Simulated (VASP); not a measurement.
# BAs (F-43m) in VASP: further runs

BAs is run at these levels: PBEsol, PBE; tasks: single point.

Program: VASP 6.6.1. These are calculated values, not measurements. Logs are shortened: lines on timing, memory, paths and dates and some standing lists are left out, and cuts for length are marked.

## (1) The cell of the first run

Symmetry: F-43m, No. 216, cubic system. Conventional cell: a = 4.767 Å, b = 4.767 Å, c = 4.767 Å, α = 90.00°, β = 90.00°, γ = 90.00°. Within 2.7 Å of As (site symmetry -43m) lie 4 B at 2.06 Å. Within 2.7 Å of B (site symmetry -43m) lie 4 As at 2.06 Å.

## (2) Single point, PBEsol

File INCAR:

```
PREC = Accurate
ENCUT = 520
EDIFF = 1E-7
ISMEAR = -1
SIGMA = 0.05
LREAL = F
LASPH = T
NELM = 80
ALGO = Normal
ISIF = 2
LWAVE = F
LCHARG = T
GGA = PS
LELF = T
LVHAR = T
NBANDS = 11
```

File KPOINTS:

```
Automatic mesh
0
Gamma
  10 10 10
```

File POSCAR:

```
BAs
1.0
    0.0000000000      2.3837431016      2.3837431016
    2.3837431016      0.0000000000      2.3837431016
    2.3837431016      2.3837431016      0.0000000000
As B
1 1
Direct
    0.7500000000      0.7500000000      0.7500000000
    0.0000000000      0.0000000000      0.0000000000
```

Potentials or basis: VASP PAW PBE potentials, release 64 (As, B).

On the command line:

```console
cat potpaw_PBE.64/As/POTCAR potpaw_PBE.64/B/POTCAR > POTCAR
mpirun -np 1 vasp_std > vasp.out
```

OUTCAR:

```text
PREC = Accurate
   ENCUT = 520
   EDIFF = 1E-7
   ISMEAR = -1
   LREAL = F
   LASPH = T
   NELM = 80
   ISIF = 2
   GGA = PS

 ion  position               nearest neighbor table
   1  0.750  0.750  0.750-   2 2.06   2 2.06   2 2.06   2 2.06
   2  0.000  0.000  0.000-   1 2.06   1 2.06   1 2.06   1 2.06

  LATTYP: Found a face centered cubic cell.
 ALAT       =     4.7674862032

  Lattice vectors:

 A1 = (   0.0000000000,   2.3837431016,   2.3837431016)
 A2 = (   2.3837431016,   0.0000000000,   2.3837431016)
 A3 = (   2.3837431016,   2.3837431016,   0.0000000000)

Analysis of symmetry for initial positions (statically):
=====================================================================
 Subroutine PRICEL returns:
 Original cell was already a primitive cell.

 Routine SETGRP: Setting up the symmetry group for a
 face centered cubic supercell.

 Subroutine GETGRP returns: Found 24 space group operations
 (whereof 24 operations were pure point group operations)
 out of a pool of 48 trial point group operations.

The static configuration has the point symmetry T_d .

Analysis of symmetry for dynamics (positions and initial velocities):
=====================================================================
 Subroutine PRICEL returns:
 Original cell was already a primitive cell.

 Routine SETGRP: Setting up the symmetry group for a
 face centered cubic supercell.

 Subroutine GETGRP returns: Found 24 space group operations
 (whereof 24 operations were pure point group operations)
 out of a pool of 48 trial point group operations.

The dynamic configuration has the point symmetry T_d .

 Subroutine INISYM returns: Found 24 space group operations
 (whereof 24 operations are pure point group operations),
 and found     1 'primitive' translations

----------------------------------------------------------------------------------------

                                     Primitive cell

  volume of cell :      27.0900

  direct lattice vectors                    reciprocal lattice vectors
     0.000000000  2.383743102  2.383743102    -0.209754147  0.209754147  0.209754147
     2.383743102  0.000000000  2.383743102     0.209754147 -0.209754147  0.209754147
     2.383743102  2.383743102  0.000000000     0.209754147  0.209754147 -0.209754147

  length of vectors
     3.371121823  3.371121823  3.371121823     0.363304839  0.363304839  0.363304839

  position of ions in fractional coordinates (direct lattice)
     0.750000000  0.750000000  0.750000000
     0.000000000  0.000000000  0.000000000

  ion indices of the primitive-cell ions
   primitive index   ion index
                 1           1
                 2           2

----------------------------------------------------------------------------------------

 KPOINTS: Automatic mesh

Automatic generation of k-mesh.
 Grid dimensions read from file:
 generate k-points for:   10   10   10

 Generating k-lattice:

  Cartesian coordinates                     Fractional coordinates (reciprocal lattice)
    -0.020975415  0.020975415  0.020975415     0.100000000  0.000000000  0.000000000
     0.020975415 -0.020975415  0.020975415     0.000000000  0.100000000  0.000000000
     0.020975415  0.020975415 -0.020975415     0.000000000  0.000000000  0.100000000

  Length of vectors
     0.036330484  0.036330484  0.036330484

  Shift w.r.t. Gamma in fractional coordinates (k-lattice)
     0.000000000  0.000000000  0.000000000

 Subroutine IBZKPT returns following result:
 ===========================================

 Found     47 irreducible k-points:

 Following reciprocal coordinates:
            Coordinates               Weight
  0.000000  0.000000  0.000000      1.000000
  0.100000  0.000000  0.000000      8.000000
  0.200000  0.000000  0.000000      8.000000
  0.300000  0.000000  0.000000      8.000000
  0.400000  0.000000  0.000000      8.000000
  0.500000  0.000000  0.000000      4.000000
[... 16 lines left out ...]
  0.300000  0.300000  0.000000      6.000000
  0.400000  0.300000  0.000000     24.000000
 [... further k-points ...]
   k-points           NKPTS =     47   k-points in BZ     NKDIM =     47   number of bands    NBANDS=     11
   number of dos      NEDOS =    301   number of ions     NIONS =      2
   total plane-waves  NPLWV =  21952
   dimension x,y,z NGX =    28 NGY =   28 NGZ =   28
   dimension x,y,z NGXF=    56 NGYF=   56 NGZF=   56
   ions per type =               1   1
   NGX,Y,Z   is equivalent  to a cutoff of  13.81, 13.81, 13.81 a.u.
   NGXF,Y,Z  is equivalent  to a cutoff of  27.62, 27.62, 27.62 a.u.
 SYSTEM =  unknown system
   PREC   = accura    normal or accurate (medium, high low for compatibility)
   ISTART =      0    job   : 0-new  1-cont  2-samecut
   ICHARG =      2    charge: 1-file 2-atom 10-const
   ISPIN  =      1    spin polarized calculation?
   LNONCOLLINEAR =      F non collinear calculations
   LSORBIT =      F    spin-orbit coupling
   LASPH  =      T    aspherical Exc in radial PAW
   ENCUT  =  520.0 eV  38.22 Ry    6.18 a.u.   6.27  6.27  6.27*2*pi/ulx,y,z
   NELM   =     80;   NELMIN=  2; NELMDL= -5     # of ELM steps
   EDIFF  = 0.1E-06   stopping-criterion for ELM
   LREAL  =      F    real-space projection
   EDIFFG = 0.1E-05   stopping-criterion for IOM
   NSW    =      0    number of steps for IOM
   IBRION =     -1    ionic relax: 0-MD 1-quasi-New 2-CG
   NFREE  =      0    steps in history (QN), initial steepest desc. (CG)
   ISIF   =      2    stress and relaxation
   ISYM   =      2    0-nonsym 1-usesym 2-fastsym
   POTIM  = 0.5000    time-step for ionic-motion
   TEBEG  =    0.0;   TEEND  =   0.0 temperature during run
   PSTRESS=    0.0 pullay stress
   NELECT =       8.0000    total number of electrons
   NUPDOWN=      -1.0000    fix difference up-down
   EMIN   =  10.00;   EMAX   =-10.00  energy-range for DOS
   EFERMI =   0.00;   METHOD = LEGACY
   ISMEAR =    -1;   SIGMA  =   0.05  broadening in eV -4-tet -1-fermi 0-gaus
   EFERMI_NEDOS =   21; number of points for ismear=-14 and -15
   IALGO  =     38    algorithm
   IMIX   =      4    mixing-type and parameters
     AMIX     =   0.40;   BMIX     =  1.00
     AMIX_MAG =   1.60;   BMIX_MAG =  1.00
  volume/ion in A,a.u.               =      13.54        91.41
  Fermi-wavevector in a.u.,A,eV,Ry     =   1.090190  2.060160 16.170707  1.188513
  Thomas-Fermi vector in A             =   2.226409
   LORBIT       =      0    0 simple, 1 ext, 2 COOP (PROOUT), +10 PAW based schemes
   GGA     = PS    functional components
   LHFCALC =     F    Hartree Fock is set to
   AEXX    =    0.0000 exact exchange contribution
   IVDW    =     0    specifies the selected vdW correction
   LEPSILON=     F    determine dielectric tensor
   LRPA    =     F    only Hartree local field effects (RPA)
 non-spin polarized calculation
  energy-cutoff  :      520.00
  volume of cell :       27.09
 maximum number of plane-waves:       745
 NGX is ok and might be reduce to    28
   NGX = 13   NGY = 13   NGZ = 13

 number of electron       8.0000000 magnetization

 Free energy of the ion-electron system (eV)
  ---------------------------------------------------
  ext. energy  EPLUGINS =         0.00000000
  ---------------------------------------------------
  free energy    TOTEN  =       -12.20334700 eV

  energy without entropy =      -12.20334677  energy(sigma->0) =      -12.20334689

 E-fermi :   6.6278     XC(G=0): -10.7565

 val. band max:        6.1100285499   @ k =   0.0000   0.0000   0.0000
 cond. band min:       7.1800678672   @ k =   0.4000   0.4000   0.0000
 fundamental gap:      1.0700393173
 Fermi energy:         6.6277514185

 k-point     1 :       0.0000    0.0000    0.0000
  band No.  band energies     occupation
      1      -9.3818      2.00000
      2       6.1100      1.99994
      3       6.1100      1.99994
      4       6.1100      1.99994
      5       9.3574      0.00000
      6       9.3574      0.00000
      7       9.3574      0.00000
      8      10.8678      0.00000
      9      15.4861      0.00000
     10      19.0654      0.00000
     11      19.0654      0.00000

 k-point     2 :       0.1000    0.0000    0.0000
  band No.  band energies     occupation
      1      -9.2163      2.00000
      2       4.7006      2.00000
      3       5.8031      2.00000
      4       5.8031      2.00000
      5       9.5152      0.00000
      6       9.7605      0.00000
      7       9.7605      0.00000
      8      11.7230      0.00000
      9      16.1474      0.00000
     10      17.9408      0.00000
     11      17.9408      0.00000

 k-point     3 :       0.2000    0.0000    0.0000
  band No.  band energies     occupation
      1      -8.7280      2.00000
      2       2.3141      2.00000
      3       5.2217      2.00000
      4       5.2217      2.00000
      5       9.3078      0.00000
      6      10.4815      0.00000
      7      10.4815      0.00000
      8      13.3075      0.00000
      9      17.1616      0.00000
     10      17.2074      0.00000
     11      17.2074      0.00000

 k-point     4 :       0.3000    0.0000    0.0000
  band No.  band energies     occupation
      1      -7.9526      2.00000
      2       0.0021      2.00000
      3       4.7096      2.00000
      4       4.7096      2.00000
      5       9.0395      0.00000
      6      10.8741      0.00000
      7      10.8741      0.00000
      8      14.5105      0.00000
      9      17.2979      0.00000
     10      17.6649      0.00000
     11      17.6649      0.00000

 k-point     5 :       0.4000    0.0000    0.0000
  band No.  band energies     occupation
      1      -7.0221      2.00000
      2      -1.8932      2.00000
      3       4.3818      2.00000
      4       4.3818      2.00000
      5       8.8601      0.00000
      6      10.8867      0.00000
      7      10.8867      0.00000
      8      14.8457      0.00000
      9      18.0539      0.00000
     10      19.2075      0.00000
     11      19.2075      0.00000
[... 211 lines left out ...]
 k-point    21 :      -0.3000    0.2000    0.0000
  band No.  band energies     occupation
      1      -6.8086      2.00000
      2      -0.9815      2.00000
      3       1.4285      2.00000
      4       4.1325      2.00000
      5       9.5871      0.00000
      6      12.0306      0.00000
      7      12.2815      0.00000
      8      14.2075      0.00000
      9      16.7280      0.00000
     10      18.1262      0.00000
     11      21.3573      0.00000

 k-point    22 :      -0.2000    0.2000    0.0000
  band No.  band energies     occupation
      1      -7.6871      2.00000
      2       0.6081      2.00000
      3       1.9728      2.00000
      4       4.8033      2.00000
      5      10.0244      0.00000
      6      11.2114      0.00000
      7      12.0827      0.00000
      8      13.0761      0.00000
      9      15.9103      0.00000
     10      18.6307      0.00000
     11      20.2449      0.00000

 k-point    23 :       0.3000    0.3000    0.0000
  band No.  band energies     occupation
      1      -7.4503      2.00000
      2       0.8886      2.00000
      3       2.8782      2.00000
      4       2.8782      2.00000
      5       7.4142      0.00000
      6       9.6628      0.00000
      7      14.5773      0.00000
      8      14.5773      0.00000
      9      17.1052      0.00000
     10      21.0772      0.00000
     11      21.2227      0.00000

 k-point    24 :       0.4000    0.3000    0.0000
  band No.  band energies     occupation
      1      -6.7155      2.00000
      2      -0.3669      2.00000
      3       2.0753      2.00000
      4       2.5790      2.00000
      5       7.7134      0.00000
      6       9.4038      0.00000
      7      14.9549      0.00000
      8      15.1903      0.00000
      9      18.1507      0.00000
     10      21.8707      0.00000
     11      21.9920      0.00000

 [... further k-points ...]
[... 5 lines left out ...]
  --------------------------------------------------------------------------------------
  -------------------------------------------------------------------------------------
  Total        0.1544611      0.1544611      0.1544611     -0.0000000      0.0000000      0.0000000
  in kB        9.1352668      9.1352668      9.1352668     -0.0000000      0.0000000      0.0000000
  external PRESSURE =       9.1352668 kB  Pullay stress =       0.0000000 kB

 VOLUME and BASIS-vectors are now :
 -----------------------------------------------------------------------------
  energy-cutoff  :      520.00
  volume of cell :       27.09
      direct lattice vectors                 reciprocal lattice vectors
     0.000000000  2.383743102  2.383743102    -0.209754147  0.209754147  0.209754147
     2.383743102  0.000000000  2.383743102     0.209754147 -0.209754147  0.209754147
     2.383743102  2.383743102  0.000000000     0.209754147  0.209754147 -0.209754147

 POSITION                                       TOTAL-FORCE (eV/Angst)
 -----------------------------------------------------------------------------------
      3.57561      3.57561      3.57561        -0.000000     -0.000000     -0.000000
      0.00000      0.00000      0.00000         0.000000      0.000000      0.000000
 -----------------------------------------------------------------------------------
    total drift:                                0.000000      0.000000      0.000000

  FREE ENERGIE OF THE ION-ELECTRON SYSTEM (eV)
  ---------------------------------------------------
  free  energy   TOTEN  =       -12.2033470010 eV

  energy  without entropy=      -12.2033467705  energy(sigma->0) =      -12.20334689
```

Wall time 15 s (1 thread of Intel Xeon Platinum 8488C (Sapphire Rapids), shared host); peak memory 0.15 GiB.

Results:

- Free energy: -12.2033 eV
- Pressure: 0.9 GPa
- Band gap on the k mesh: 1.07 eV, indirect (least direct gap 3.25 eV)

Caveat: the PAW data sets were made with another functional, which shifts forces and pressure a little.

(Part 1 of 2 ends here.)
